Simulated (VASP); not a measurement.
# In (R-3m) in VASP: further runs

The runs below take In through electric field gradients, with PBE.

All numbers are computed with VASP 6.6.1; they aren't measurements. Logs are shortened: lines on timing, memory, paths and dates and some standing lists are left out, and cuts for length are marked.

## Step 1: The cell of the first run

Symmetry: R-3m, No. 166, trigonal system. Conventional cell: a = 3.350 Å, b = 3.350 Å, c = 24.704 Å, α = 90.00°, β = 90.00°, γ = 120.00°. Within 4.4 Å of In (site symmetry -3m) lie 12 In at 3.35 to 3.36 Å. Within 4.4 Å of In (site symmetry 3m) lie 12 In at 3.35 to 3.36 Å.

## Step 2: Electric field gradients, PBE (26.68 Å³/atom)

Contents of INCAR:

```
SYSTEM = In
PREC     = Accurate       ! precision mode
ENCUT    = 520            ! plane-wave cutoff, eV
EDIFF    = 1E-8           ! SCF threshold, eV
ISMEAR   = -1             ! smearing method
SIGMA    = 0.05           ! smearing width, eV
LREAL    = .FALSE.        ! projectors in reciprocal space
LASPH    = .TRUE.         ! aspherical terms in the spheres
NELM     = 60             ! most SCF steps
ALGO     = Normal         ! electronic algorithm
ISIF     = 2              ! what is computed and relaxed
LWAVE    = .FALSE.        ! write WAVECAR
LCHARG   = .FALSE.        ! write CHGCAR
GGA      = PE             ! functional
LEFG     = .TRUE.       
NBANDS   = 26             ! bands
```

Contents of KPOINTS:

```
regular mesh
0
G
  14 14 14
  0 0 0
```

Contents of POSCAR:

```
In
1.0
    1.6751838235      0.9671678314      8.2347307701
   -1.6751838235      0.9671678314      8.2347307701
    0.0000000000     -1.9343356629      8.2347307701
In
3
Direct
    0.0000000000      0.0000000000      0.0000000000
    0.7780122400      0.7780122400      0.7780122400
    0.2219877600      0.2219877600      0.2219877600
```

Potentials or basis: VASP PAW PBE potentials, release 64 (In_d).

On the command line:

```sh
$ cat potpaw_PBE.64/In_d/POTCAR > POTCAR
$ mpirun -np 1 vasp_std > vasp.out
```

OUTCAR:

```text
SYSTEM = In
   PREC = Accurate
   ENCUT = 520
   EDIFF = 1E-8
   ISMEAR = -1
   LREAL = .FALSE.
   LASPH = .TRUE.
   NELM = 60
   ISIF = 2
   GGA = PE

 ion  position               nearest neighbor table
   1  0.000  0.000  0.000-   2 3.36   2 3.36   3 3.36   3 3.36   2 3.36   3 3.36
   2  0.778  0.778  0.778-   3 3.35   3 3.35   3 3.35   1 3.36   1 3.36   1 3.36
   3  0.222  0.222  0.222-   2 3.35   2 3.35   2 3.35   1 3.36   1 3.36   1 3.36

  LATTYP: Found a trigonal (rhomboedric) cell.
 ALAT       =     8.4588678505
 COS(alpha) =     0.9215612875

  Lattice vectors:

 A1 = (   1.6751838235,   0.9671678314,   8.2347307701)
 A2 = (  -1.6751838235,   0.9671678314,   8.2347307701)
 A3 = (   0.0000000000,  -1.9343356629,   8.2347307701)

Analysis of symmetry for initial positions (statically):
=====================================================================
 Subroutine PRICEL returns:
 Original cell was already a primitive cell.

 Routine SETGRP: Setting up the symmetry group for a
 trigonal (rhombohedral) supercell.

 Subroutine GETGRP returns: Found 12 space group operations
 (whereof 12 operations were pure point group operations)
 out of a pool of 12 trial point group operations.

The static configuration has the point symmetry D_3d.

Analysis of symmetry for dynamics (positions and initial velocities):
=====================================================================
 Subroutine PRICEL returns:
 Original cell was already a primitive cell.

 Routine SETGRP: Setting up the symmetry group for a
 trigonal (rhombohedral) supercell.

 Subroutine GETGRP returns: Found 12 space group operations
 (whereof 12 operations were pure point group operations)
 out of a pool of 12 trial point group operations.

The dynamic configuration has the point symmetry D_3d.

 Subroutine INISYM returns: Found 12 space group operations
 (whereof 12 operations are pure point group operations),
 and found     1 'primitive' translations

----------------------------------------------------------------------------------------

                                     Primitive cell

  volume of cell :      80.0507

  direct lattice vectors                    reciprocal lattice vectors
     1.675183824  0.967167831  8.234730770     0.298474706  0.172324452  0.040478960
    -1.675183824  0.967167831  8.234730770    -0.298474706  0.172324452  0.040478960
     0.000000000 -1.934335663  8.234730770     0.000000000 -0.344648904  0.040478959

  length of vectors
     8.458867851  8.458867851  8.458867851     0.347017886  0.347017886  0.347017886

  position of ions in fractional coordinates (direct lattice)
     0.000000000  0.000000000  0.000000000
     0.778012240  0.778012240  0.778012240
     0.221987760  0.221987760  0.221987760

  ion indices of the primitive-cell ions
   primitive index   ion index
                 1           1
                 2           2
                 3           3

----------------------------------------------------------------------------------------

 KPOINTS: regular mesh

Automatic generation of k-mesh.
 Grid dimensions read from file:
 generate k-points for:   14   14   14

 Generating k-lattice:

  Cartesian coordinates                     Fractional coordinates (reciprocal lattice)
     0.021319622  0.012308889  0.002891354     0.071428571  0.000000000  0.000000000
    -0.021319622  0.012308889  0.002891354     0.000000000  0.071428571  0.000000000
     0.000000000 -0.024617779  0.002891354    -0.000000000 -0.000000000  0.071428571

  Length of vectors
     0.024786992  0.024786992  0.024786992

  Shift w.r.t. Gamma in fractional coordinates (k-lattice)
     0.000000000  0.000000000  0.000000000

 Subroutine IBZKPT returns following result:
 ===========================================

 Found    288 irreducible k-points:

 Following reciprocal coordinates:
            Coordinates               Weight
  0.000000  0.000000  0.000000      1.000000
  0.071429  0.000000  0.000000      6.000000
  0.142857  0.000000  0.000000      6.000000
  0.214286  0.000000  0.000000      6.000000
  0.285714  0.000000 -0.000000      6.000000
  0.357143  0.000000  0.000000      6.000000
[... 16 lines left out ...]
  0.214286  0.142857  0.000000     12.000000
  0.285714  0.142857  0.000000     12.000000
 [... further k-points ...]
   k-points           NKPTS =    288   k-points in BZ     NKDIM =    288   number of bands    NBANDS=     26
   number of dos      NEDOS =    301   number of ions     NIONS =      3
   total plane-waves  NPLWV = 262144
   dimension x,y,z NGX =    64 NGY =   64 NGZ =   64
   dimension x,y,z NGXF=   128 NGYF=  128 NGZF=  128
   ions per type =               3
   NGX,Y,Z   is equivalent  to a cutoff of  12.58, 12.58, 12.58 a.u.
   NGXF,Y,Z  is equivalent  to a cutoff of  25.16, 25.16, 25.16 a.u.
 SYSTEM =  In
   PREC   = accura    normal or accurate (medium, high low for compatibility)
   ISTART =      0    job   : 0-new  1-cont  2-samecut
   ICHARG =      2    charge: 1-file 2-atom 10-const
   ISPIN  =      1    spin polarized calculation?
   LNONCOLLINEAR =      F non collinear calculations
   LSORBIT =      F    spin-orbit coupling
   LASPH  =      T    aspherical Exc in radial PAW
   ENCUT  =  520.0 eV  38.22 Ry    6.18 a.u.  15.73 15.73 15.73*2*pi/ulx,y,z
   NELM   =     60;   NELMIN=  2; NELMDL= -5     # of ELM steps
   EDIFF  = 0.1E-07   stopping-criterion for ELM
   LREAL  =      F    real-space projection
   EDIFFG = 0.1E-06   stopping-criterion for IOM
   NSW    =      0    number of steps for IOM
   IBRION =     -1    ionic relax: 0-MD 1-quasi-New 2-CG
   NFREE  =      0    steps in history (QN), initial steepest desc. (CG)
   ISIF   =      2    stress and relaxation
   ISYM   =      2    0-nonsym 1-usesym 2-fastsym
   POTIM  = 0.5000    time-step for ionic-motion
   TEBEG  =    0.0;   TEEND  =   0.0 temperature during run
   PSTRESS=    0.0 pullay stress
   NELECT =      39.0000    total number of electrons
   NUPDOWN=      -1.0000    fix difference up-down
   EMIN   =  10.00;   EMAX   =-10.00  energy-range for DOS
   EFERMI =   0.00;   METHOD = LEGACY
   ISMEAR =    -1;   SIGMA  =   0.05  broadening in eV -4-tet -1-fermi 0-gaus
   EFERMI_NEDOS =   21; number of points for ismear=-14 and -15
   IALGO  =     38    algorithm
   IMIX   =      4    mixing-type and parameters
     AMIX     =   0.40;   BMIX     =  1.00
     AMIX_MAG =   1.60;   BMIX_MAG =  1.00
  volume/ion in A,a.u.               =      26.68       180.07
  Fermi-wavevector in a.u.,A,eV,Ry     =   1.288175  2.434297 22.577421  1.659394
  Thomas-Fermi vector in A             =   2.420144
   LORBIT       =      0    0 simple, 1 ext, 2 COOP (PROOUT), +10 PAW based schemes
   GGA     = PE    functional components
   LHFCALC =     F    Hartree Fock is set to
   AEXX    =    0.0000 exact exchange contribution
   IVDW    =     0    specifies the selected vdW correction
   LEPSILON=     F    determine dielectric tensor
   LRPA    =     F    only Hartree local field effects (RPA)
 non-spin polarized calculation
  energy-cutoff  :      520.00
  volume of cell :       80.05
 maximum number of plane-waves:      2184
   NGX = 31   NGY = 31   NGZ = 31

 number of electron      38.9999997 magnetization

 Free energy of the ion-electron system (eV)
  ---------------------------------------------------
  ext. energy  EPLUGINS =         0.00000000
  ---------------------------------------------------
  free energy    TOTEN  =        -7.65940567 eV

  energy without entropy =       -7.64646261  energy(sigma->0) =       -7.65293414

 E-fermi :   7.3287     XC(G=0): -10.1603

 val. band max:        7.3263156601   @ k =  -0.3571  -0.4286   0.2143
 cond. band min:       7.3292732917   @ k =   0.2857   0.0714   0.0714
 fundamental gap:      0.0029576315
 Fermi energy:         7.3287185757

 k-point     1 :       0.0000    0.0000    0.0000
  band No.  band energies     occupation
      1      -7.3537      2.00000
      2      -7.3516      2.00000
      3      -7.3148      2.00000
      4      -7.3073      2.00000
      5      -7.3073      2.00000
      6      -7.2870      2.00000
[... 18 lines left out ...]
     25      17.4784      0.00000
     26      17.4788      0.00000

 k-point     2 :       0.0714    0.0000    0.0000
  band No.  band energies     occupation
      1      -7.3499      2.00000
      2      -7.3490      2.00000
      3      -7.3149      2.00000
      4      -7.3093      2.00000
      5      -7.2951      2.00000
      6      -7.2807      2.00000
[... 18 lines left out ...]
     25      16.8106      0.00000
     26      17.4483      0.00000

 k-point     3 :       0.1429    0.0000    0.0000
  band No.  band energies     occupation
      1      -7.3644      2.00000
      2      -7.3495      2.00000
      3      -7.3121      2.00000
      4      -7.2965      2.00000
      5      -7.2736      2.00000
      6      -7.2656      2.00000
[... 18 lines left out ...]
     25      15.5456      0.00000
     26      16.5525      0.00000

 k-point     4 :       0.2143    0.0000    0.0000
  band No.  band energies     occupation
      1      -7.3940      2.00000
      2      -7.3710      2.00000
      3      -7.3092      2.00000
      4      -7.2839      2.00000
      5      -7.2669      2.00000
      6      -7.2591      2.00000
[... 18 lines left out ...]
     25      14.0130      0.00000
     26      15.7501      0.00000
[... 496 lines left out ...]
      1      -7.3681      2.00000
      2      -7.3403      2.00000
      3      -7.3079      2.00000
      4      -7.3033      2.00000
      5      -7.2833      2.00000
      6      -7.2681      2.00000
[... 18 lines left out ...]
     25      15.7636      0.00000
     26      16.7240      0.00000

 k-point    23 :       0.2143    0.1429    0.0000
  band No.  band energies     occupation
      1      -7.3719      2.00000
      2      -7.3438      2.00000
      3      -7.3188      2.00000
      4      -7.3029      2.00000
      5      -7.2775      2.00000
      6      -7.2483      2.00000
[... 18 lines left out ...]
     25      15.4952      0.00000
     26      15.7563      0.00000

 k-point    24 :       0.2857    0.1429    0.0000
  band No.  band energies     occupation
      1      -7.3652      2.00000
      2      -7.3576      2.00000
      3      -7.3368      2.00000
      4      -7.3019      2.00000
      5      -7.2682      2.00000
      6      -7.2561      2.00000
[... 18 lines left out ...]
     25      13.6480      0.00000
     26      14.9359      0.00000

 [... further k-points ...]

------------------------ aborting loop because EDIFF is reached ----------------------------------------

  FORCE on cell =-STRESS in cart. coord.  units (eV):
  Direction    XX          YY          ZZ          XY          YZ          ZX
  --------------------------------------------------------------------------------------
  -------------------------------------------------------------------------------------
  Total        0.5872469      0.5872469      0.7044313      0.0000000     -0.0000000      0.0000000
  in kB       11.7534760     11.7534760     14.0988679      0.0000000     -0.0000000      0.0000000
  external PRESSURE =      12.5352733 kB  Pullay stress =       0.0000000 kB

 VOLUME and BASIS-vectors are now :
 -----------------------------------------------------------------------------
  energy-cutoff  :      520.00
  volume of cell :       80.05
      direct lattice vectors                 reciprocal lattice vectors
     1.675183824  0.967167831  8.234730770     0.298474706  0.172324452  0.040478960
    -1.675183824  0.967167831  8.234730770    -0.298474706  0.172324452  0.040478960
     0.000000000 -1.934335663  8.234730770     0.000000000 -0.344648904  0.040478959

 POSITION                                       TOTAL-FORCE (eV/Angst)
 -----------------------------------------------------------------------------------
      0.00000      0.00000      0.00000         0.000000      0.000000     -0.000000
      0.00000     -0.00000     19.22016         0.000000      0.000000     -0.014244
      0.00000     -0.00000      5.48403         0.000000     -0.000000      0.014244
 -----------------------------------------------------------------------------------
    total drift:                                0.000000      0.000000     -0.000000

  FREE ENERGIE OF THE ION-ELECTRON SYSTEM (eV)
  ---------------------------------------------------
  free  energy   TOTEN  =        -7.6594056698 eV

  energy  without entropy=       -7.6464626068  energy(sigma->0) =       -7.65293414

 Electric field gradients (V/A^2)
---------------------------------------------------------------------
 ion       V_xx      V_yy      V_zz      V_xy      V_xz      V_yz
---------------------------------------------------------------------
   1      -1.260    -1.260     2.519     0.000    -0.000     0.000
   2       2.241     2.241    -4.483     0.000     0.000     0.000
   3       2.241     2.241    -4.483     0.000    -0.000     0.000
---------------------------------------------------------------------

 Electric field gradients after diagonalization (V/A^2)
 (convention: |V_zz| > |V_xx| > |V_yy|)
----------------------------------------------------------------------
 ion       V_xx      V_yy      V_zz     asymmetry (V_yy - V_xx)/ V_zz
----------------------------------------------------------------------
   1      -1.260    -1.260     2.519       0.000
   2       2.241     2.241    -4.483       0.000
   3       2.241     2.241    -4.483       0.000
----------------------------------------------------------------------

           NMR quadrupolar parameters

 Cq : quadrupolar parameter    Cq=e*Q*V_zz/h
 eta: asymmetry parameters     (V_yy - V_xx)/ V_zz
 Q  : nuclear electric quadrupole moment in mb (millibarn)
----------------------------------------------------------------------
 ion       Cq(MHz)       eta       Q (mb)
----------------------------------------------------------------------
   1       0.006       0.000       1.000
   2      -0.011       0.000       1.000
   3      -0.011       0.000       1.000
----------------------------------------------------------------------
```

Run time: 40 min. Hardware: 1 thread of Intel Xeon Platinum 8259CL at 2.50GHz (Skylake/Cascade Lake), shared host; peak memory 0.81 GiB.

What came out:

| Property | Result |
| --- | --- |
| Free energy | -7.6594 eV |
| Pressure | 1.3 GPa |
| Largest force | 0.014 eV/Å |
| Band gap on the k mesh | zero (an odd number of electrons rules out a gap without spin polarisation) |
| Largest electric field gradient by atom | In +2.5, -4.5 (each value once) V/Å² |

Forces on the atoms (eV/Å):
```
In   0.000  0.000  0.000
In   0.000  0.000 -0.014
In   0.000  0.000  0.014
```

Electric field gradients, principal values (V/Å²):
| atom | least | middle | greatest (by size) |
| --- | --- | --- | --- |
| 1 In | -1.260 | -1.260 | 2.519 |
| 2 In | 2.241 | 2.241 | -4.483 |
| 3 In | 2.241 | 2.241 | -4.483 |

Caveat: without QUAD_EFG the Cq values of the log hold for a quadrupole moment of 1 mb, not for the nuclei; spin-orbit coupling is left out, which moves the levels of the heavy elements.

(Part 1 of 2 ends here.)
